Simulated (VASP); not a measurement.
# KCl (Fm-3m) in VASP: further runs

The runs below take KCl through single point, relaxation of cell and atoms, with PBEsol.

All numbers are computed with VASP 6.6.1; they aren't measurements. Logs are shortened: lines on timing, memory, paths and dates and some standing lists are left out, and cuts for length are marked.

## Step 1: The cell of the first run

Symmetry: Fm-3m, No. 225, cubic system. Conventional cell: a = 6.243 Å, b = 6.243 Å, c = 6.243 Å, α = 90.00°, β = 90.00°, γ = 90.00°. Within 4.1 Å of K (site symmetry m-3m) lie 6 Cl at 3.12 Å. Within 4.1 Å of Cl (site symmetry m-3m) lie 6 K at 3.12 Å.

## Step 2: Single point, PBEsol

Contents of INCAR:

```
SYSTEM = KCl
PREC = Accurate
ENCUT = 520
EDIFF = 1E-7
ISMEAR = 0
SIGMA = 0.02
LREAL = .False.
LASPH = .True.
NELM = 60
ALGO = Normal
ISIF = 2
LWAVE = .False.
LCHARG = .False.
GGA = PS
NBANDS = 15
```

Contents of KPOINTS:

```
regular mesh
0
Gamma
  6 6 6
  0 0 0
```

Contents of POSCAR:

```
KCl
1.0
    0.0000000000      3.1214839273      3.1214839273
    3.1214839273      0.0000000000      3.1214839273
    3.1214839273      3.1214839273      0.0000000000
K Cl
1 1
Direct
    0.0000000000      0.0000000000      0.0000000000
    0.5000000000      0.5000000000      0.5000000000
```

Potentials or basis: VASP PAW PBE potentials, release 64 (K_sv, Cl).

Run with:

```console
> cat potpaw_PBE.64/K_sv/POTCAR potpaw_PBE.64/Cl/POTCAR > POTCAR
> mpirun -np 1 vasp_std > vasp.out
```

OUTCAR:

```text
SYSTEM = KCl
   PREC = Accurate
   ENCUT = 520
   EDIFF = 1E-7
   ISMEAR = 0
   LREAL = .False.
   LASPH = .True.
   NELM = 60
   ISIF = 2
   GGA = PS

 ion  position               nearest neighbor table
   1  0.000  0.000  0.000-   2 3.12   2 3.12   2 3.12   2 3.12   2 3.12   2 3.12
   2  0.500  0.500  0.500-   1 3.12   1 3.12   1 3.12   1 3.12   1 3.12   1 3.12

  LATTYP: Found a face centered cubic cell.
 ALAT       =     6.2429678546

  Lattice vectors:

 A1 = (   0.0000000000,   3.1214839273,   3.1214839273)
 A2 = (   3.1214839273,   0.0000000000,   3.1214839273)
 A3 = (   3.1214839273,   3.1214839273,   0.0000000000)

Analysis of symmetry for initial positions (statically):
=====================================================================
 Subroutine PRICEL returns:
 Original cell was already a primitive cell.

 Routine SETGRP: Setting up the symmetry group for a
 face centered cubic supercell.

 Subroutine GETGRP returns: Found 48 space group operations
 (whereof 48 operations were pure point group operations)
 out of a pool of 48 trial point group operations.

The static configuration has the point symmetry O_h .

Analysis of symmetry for dynamics (positions and initial velocities):
=====================================================================
 Subroutine PRICEL returns:
 Original cell was already a primitive cell.

 Routine SETGRP: Setting up the symmetry group for a
 face centered cubic supercell.

 Subroutine GETGRP returns: Found 48 space group operations
 (whereof 48 operations were pure point group operations)
 out of a pool of 48 trial point group operations.

The dynamic configuration has the point symmetry O_h .

 Subroutine INISYM returns: Found 48 space group operations
 (whereof 48 operations are pure point group operations),
 and found     1 'primitive' translations

----------------------------------------------------------------------------------------

                                     Primitive cell

  volume of cell :      60.8294

  direct lattice vectors                    reciprocal lattice vectors
     0.000000000  3.121483927  3.121483927    -0.160180226  0.160180226  0.160180226
     3.121483927  0.000000000  3.121483927     0.160180226 -0.160180226  0.160180226
     3.121483927  3.121483927  0.000000000     0.160180226  0.160180226 -0.160180226

  length of vectors
     4.414444905  4.414444905  4.414444905     0.277440289  0.277440289  0.277440289

  position of ions in fractional coordinates (direct lattice)
     0.000000000  0.000000000  0.000000000
     0.500000000  0.500000000  0.500000000

  ion indices of the primitive-cell ions
   primitive index   ion index
                 1           1
                 2           2

----------------------------------------------------------------------------------------

 KPOINTS: regular mesh

Automatic generation of k-mesh.
 Grid dimensions read from file:
 generate k-points for:    6    6    6

 Generating k-lattice:

  Cartesian coordinates                     Fractional coordinates (reciprocal lattice)
    -0.026696704  0.026696704  0.026696704     0.166666667  0.000000000  0.000000000
     0.026696704 -0.026696704  0.026696704     0.000000000  0.166666667  0.000000000
     0.026696704  0.026696704 -0.026696704     0.000000000  0.000000000  0.166666667

  Length of vectors
     0.046240048  0.046240048  0.046240048

  Shift w.r.t. Gamma in fractional coordinates (k-lattice)
     0.000000000  0.000000000  0.000000000

 Subroutine IBZKPT returns following result:
 ===========================================

 Found     16 irreducible k-points:

 Following reciprocal coordinates:
            Coordinates               Weight
  0.000000  0.000000  0.000000      1.000000
  0.166667  0.000000  0.000000      8.000000
  0.333333  0.000000  0.000000      8.000000
  0.500000  0.000000  0.000000      4.000000
  0.166667  0.166667  0.000000      6.000000
  0.333333  0.166667  0.000000     24.000000
[... 8 lines left out ...]
 -0.333333  0.333333  0.166667     24.000000
 -0.333333  0.500000  0.166667     12.000000
   k-points           NKPTS =     16   k-points in BZ     NKDIM =     16   number of bands    NBANDS=     15
   number of dos      NEDOS =    301   number of ions     NIONS =      2
   total plane-waves  NPLWV =  46656
   dimension x,y,z NGX =    36 NGY =   36 NGZ =   36
   dimension x,y,z NGXF=    72 NGYF=   72 NGZF=   72
   ions per type =               1   1
   NGX,Y,Z   is equivalent  to a cutoff of  13.56, 13.56, 13.56 a.u.
   NGXF,Y,Z  is equivalent  to a cutoff of  27.11, 27.11, 27.11 a.u.
 SYSTEM =  KCl
   PREC   = accura    normal or accurate (medium, high low for compatibility)
   ISTART =      0    job   : 0-new  1-cont  2-samecut
   ICHARG =      2    charge: 1-file 2-atom 10-const
   ISPIN  =      1    spin polarized calculation?
   LNONCOLLINEAR =      F non collinear calculations
   LSORBIT =      F    spin-orbit coupling
   LASPH  =      T    aspherical Exc in radial PAW
   ENCUT  =  520.0 eV  38.22 Ry    6.18 a.u.   8.21  8.21  8.21*2*pi/ulx,y,z
   NELM   =     60;   NELMIN=  2; NELMDL= -5     # of ELM steps
   EDIFF  = 0.1E-06   stopping-criterion for ELM
   LREAL  =      F    real-space projection
   EDIFFG = 0.1E-05   stopping-criterion for IOM
   NSW    =      0    number of steps for IOM
   IBRION =     -1    ionic relax: 0-MD 1-quasi-New 2-CG
   NFREE  =      0    steps in history (QN), initial steepest desc. (CG)
   ISIF   =      2    stress and relaxation
   ISYM   =      2    0-nonsym 1-usesym 2-fastsym
   POTIM  = 0.5000    time-step for ionic-motion
   TEBEG  =    0.0;   TEEND  =   0.0 temperature during run
   PSTRESS=    0.0 pullay stress
   NELECT =      16.0000    total number of electrons
   NUPDOWN=      -1.0000    fix difference up-down
   EMIN   =  10.00;   EMAX   =-10.00  energy-range for DOS
   EFERMI =   0.00;   METHOD = LEGACY
   ISMEAR =     0;   SIGMA  =   0.02  broadening in eV -4-tet -1-fermi 0-gaus
   EFERMI_NEDOS =   21; number of points for ismear=-14 and -15
   IALGO  =     38    algorithm
   IMIX   =      4    mixing-type and parameters
     AMIX     =   0.40;   BMIX     =  1.00
     AMIX_MAG =   1.60;   BMIX_MAG =  1.00
  volume/ion in A,a.u.               =      30.41       205.25
  Fermi-wavevector in a.u.,A,eV,Ry     =   1.048923  1.982178 14.969675  1.100240
  Thomas-Fermi vector in A             =   2.183865
   LORBIT       =      0    0 simple, 1 ext, 2 COOP (PROOUT), +10 PAW based schemes
   GGA     = PS    functional components
   LHFCALC =     F    Hartree Fock is set to
   AEXX    =    0.0000 exact exchange contribution
   IVDW    =     0    specifies the selected vdW correction
   LEPSILON=     F    determine dielectric tensor
   LRPA    =     F    only Hartree local field effects (RPA)
 non-spin polarized calculation
 Gauss-broadening in eV      SIGMA  =   0.02
  energy-cutoff  :      520.00
  volume of cell :       60.83
 maximum number of plane-waves:      1660
 NGX is ok and might be reduce to    36
   NGX = 17   NGY = 17   NGZ = 17

 number of electron      16.0000002 magnetization

 Free energy of the ion-electron system (eV)
  ---------------------------------------------------
  ext. energy  EPLUGINS =         0.00000000
  ---------------------------------------------------
  free energy    TOTEN  =        -7.02315113 eV

  energy without entropy =       -7.02315113  energy(sigma->0) =       -7.02315113

 E-fermi :  -1.7152     XC(G=0):  -7.8241

 val. band max:       -1.8101647896   @ k =   0.0000   0.0000   0.0000
 cond. band min:       3.2890348173   @ k =   0.0000   0.0000   0.0000
 fundamental gap:      5.0991996069
 Fermi energy:        -1.7151899143

 k-point     1 :       0.0000    0.0000    0.0000
  band No.  band energies     occupation
      1     -28.7971      2.00000
      2     -13.9295      2.00000
      3     -12.3242      2.00000
      4     -12.3242      2.00000
      5     -12.3242      2.00000
      6      -1.8102      2.00000
      7      -1.8102      2.00000
      8      -1.8102      2.00000
      9       3.2890      0.00000
     10       6.4926      0.00000
     11       6.4926      0.00000
     12       6.4926      0.00000
     13       7.3932      0.00000
     14       7.3932      0.00000
     15      11.0167      0.00000

 k-point     2 :       0.1667    0.0000    0.0000
  band No.  band energies     occupation
      1     -28.7940      2.00000
      2     -13.9825      2.00000
      3     -12.3268      2.00000
      4     -12.3268      2.00000
      5     -12.2567      2.00000
      6      -2.1496      2.00000
      7      -1.9038      2.00000
      8      -1.9038      2.00000
      9       3.9463      0.00000
     10       6.3077      0.00000
     11       6.8487      0.00000
     12       6.8487      0.00000
     13       7.7841      0.00000
     14       7.7841      0.00000
     15      12.0050      0.00000

 k-point     3 :       0.3333    0.0000    0.0000
  band No.  band energies     occupation
      1     -28.7877      2.00000
      2     -14.0781      2.00000
      3     -12.3319      2.00000
      4     -12.3319      2.00000
      5     -12.1312      2.00000
      6      -2.7024      2.00000
      7      -2.0804      2.00000
      8      -2.0804      2.00000
      9       5.1761      0.00000
     10       6.3940      0.00000
     11       7.8178      0.00000
     12       7.8178      0.00000
     13       8.7696      0.00000
     14       8.7696      0.00000
     15      11.1347      0.00000

 k-point     4 :       0.5000    0.0000    0.0000
  band No.  band energies     occupation
      1     -28.7845      2.00000
      2     -14.1218      2.00000
      3     -12.3344      2.00000
      4     -12.3344      2.00000
      5     -12.0721      2.00000
      6      -2.9395      2.00000
      7      -2.1640      2.00000
      8      -2.1640      2.00000
      9       5.6812      0.00000
     10       6.7683      0.00000
     11       8.7455      0.00000
     12       8.7455      0.00000
     13       9.5767      0.00000
     14       9.5767      0.00000
     15      10.3255      0.00000
[... 163 lines left out ...]
 k-point    14 :       0.5000    0.3333    0.1667
  band No.  band energies     occupation
      1     -28.7837      2.00000
      2     -13.9912      2.00000
      3     -12.3943      2.00000
      4     -12.3643      2.00000
      5     -12.2130      2.00000
      6      -2.6165      2.00000
      7      -2.1499      2.00000
      8      -2.1293      2.00000
      9       5.5926      0.00000
     10       5.9776      0.00000
     11       8.0873      0.00000
     12       8.7648      0.00000
     13       8.8923      0.00000
     14       9.1678      0.00000
     15      10.0811      0.00000

 k-point    15 :      -0.3333    0.3333    0.1667
  band No.  band energies     occupation
      1     -28.7817      2.00000
      2     -13.9771      2.00000
      3     -12.4121      2.00000
      4     -12.3915      2.00000
      5     -12.2055      2.00000
      6      -2.5707      2.00000
      7      -2.2756      2.00000
      8      -2.1903      2.00000
      9       6.0514      0.00000
     10       6.3045      0.00000
     11       7.9534      0.00000
     12       8.2185      0.00000
     13       9.4444      0.00000
     14      10.0514      0.00000
     15      10.1335      0.00000

 k-point    16 :      -0.3333    0.5000    0.1667
  band No.  band energies     occupation
      1     -28.7808      2.00000
      2     -13.8976      2.00000
      3     -12.4622      2.00000
      4     -12.4126      2.00000
      5     -12.2686      2.00000
      6      -2.4131      2.00000
      7      -2.2637      2.00000
      8      -2.1884      2.00000
      9       5.3207      0.00000
     10       7.0566      0.00000
     11       7.2725      0.00000
     12       8.3836      0.00000
     13       9.1667      0.00000
     14       9.9879      0.00000
     15      10.5599      0.00000

------------------------ aborting loop because EDIFF is reached ----------------------------------------

  FORCE on cell =-STRESS in cart. coord.  units (eV):
  Direction    XX          YY          ZZ          XY          YZ          ZX
  --------------------------------------------------------------------------------------
  -------------------------------------------------------------------------------------
  Total        0.0203303      0.0203303      0.0203303      0.0000000      0.0000000      0.0000000
  in kB        0.5354771      0.5354771      0.5354771      0.0000000      0.0000000      0.0000000
  external PRESSURE =       0.5354771 kB  Pullay stress =       0.0000000 kB

 VOLUME and BASIS-vectors are now :
 -----------------------------------------------------------------------------
  energy-cutoff  :      520.00
  volume of cell :       60.83
      direct lattice vectors                 reciprocal lattice vectors
     0.000000000  3.121483927  3.121483927    -0.160180226  0.160180226  0.160180226
     3.121483927  0.000000000  3.121483927     0.160180226 -0.160180226  0.160180226
     3.121483927  3.121483927  0.000000000     0.160180226  0.160180226 -0.160180226

 POSITION                                       TOTAL-FORCE (eV/Angst)
 -----------------------------------------------------------------------------------
      0.00000      0.00000      0.00000        -0.000000      0.000000      0.000000
      3.12148      3.12148      3.12148         0.000000     -0.000000     -0.000000
 -----------------------------------------------------------------------------------
    total drift:                                0.000000      0.000000      0.000000

  FREE ENERGIE OF THE ION-ELECTRON SYSTEM (eV)
  ---------------------------------------------------
  free  energy   TOTEN  =        -7.0231511321 eV

  energy  without entropy=       -7.0231511321  energy(sigma->0) =       -7.02315113
```

Run time: 10 s. Hardware: 1 thread of Intel Xeon 6975P-C (Granite Rapids), shared host; peak memory 0.2 GiB.

What came out:

- Free energy: -7.0232 eV
- Pressure: 0.1 GPa
- Band gap on the k mesh: 5.10 eV, direct

Caveat: the PAW data sets were made with another functional, which shifts forces and pressure a little. PBEsol gaps usually lie below the measured ones, often by a third to a half.

## Step 3: Relaxation of cell and atoms, PBEsol

This run uses another cell than the first one, of 31.01 Å³/atom, 1.020 times its volume.

Contents of INCAR:

```
PREC = Accurate
ENCUT = 600
EDIFF = 1E-6
ISMEAR = 0
SIGMA = 0.02
LREAL = F
LASPH = T
NELM = 100
ALGO = Normal
ISIF = 3
LWAVE = F
LCHARG = F
GGA = PS
IBRION = 2
NSW = 100
EDIFFG = -0.005
```

Contents of KPOINTS:

```
regular mesh
0
Gamma
  6 6 6
```

Contents of POSCAR:

```
KCl
1.0
    0.0000000000      3.1418713000      3.1418713000
    3.1418713000      0.0000000000      3.1418713000
    3.1418713000      3.1418713000      0.0000000000
K Cl
1 1
Direct
    0.0000000000      0.0000000000      0.0000000000
    0.5000000000      0.5000000000      0.5000000000
```

Potentials or basis: VASP PAW PBE potentials, release 64 (K_sv, Cl).

Run with:

```console
> cat potpaw_PBE.64/K_sv/POTCAR potpaw_PBE.64/Cl/POTCAR > POTCAR
> mpirun -np 1 vasp_std > vasp.out
```

It took 20 s on 1 thread of Intel Xeon 6975P-C (Granite Rapids), shared host; peak memory 0.21 GiB.

Results (log left out):

* Free energy: -7.0234 eV
* Relaxed volume: 30.58 Å³/atom
* Relaxed cell: a = 4.422 Å, b = 4.422 Å, c = 4.422 Å, α = 60.00°, β = 60.00°, γ = 60.00°
* Space group after relaxing (to 0.05 Å): Fm-3m (No. 225)
* Energy gained by relaxing: 0.4 meV/atom
* Ionic steps: 3
* Pressure after relaxing: 0.0 GPa
* Band gap on the k mesh: 5.08 eV, direct

Step by step:
| step | energy change (eV) | largest force (eV/Å) | pressure (GPa) | volume (Å³) |
| --- | --- | --- | --- | --- |
| 1 | 0.0000 | 0.0000 | -0.26 | 62.03 |
| 2 | -0.0006 | 0.0000 | -0.14 | 61.58 |
| 3 | -0.0008 | 0.0000 | -0.01 | 61.15 |

Final structure:
```
CELL_PARAMETERS angstrom
0.00000 3.12700 3.12700
3.12700 0.00000 3.12700
3.12700 3.12700 0.00000
ATOMIC_POSITIONS crystal
K 0.00000 0.00000 0.00000
Cl 0.50000 0.50000 0.50000
```

Levels at points of the mesh, in eV from the valence-band top:
```csv
k point,band 6,band 7,band 8,band 9,band 10,band 11
"(0.00, 0.00, 0.00)",0.00,0.00,0.00,5.08,8.30,8.30
"(0.50, 0.00, 0.00)",-1.12,-0.35,-0.35,7.48,8.56,10.54
"(0.50, 0.50, 0.00)",-0.69,-0.23,-0.23,6.38,8.31,10.01
```

Caveat: the PAW data sets were made with another functional, which shifts forces and pressure a little. PBEsol gaps usually lie below the measured ones, often by a third to a half.
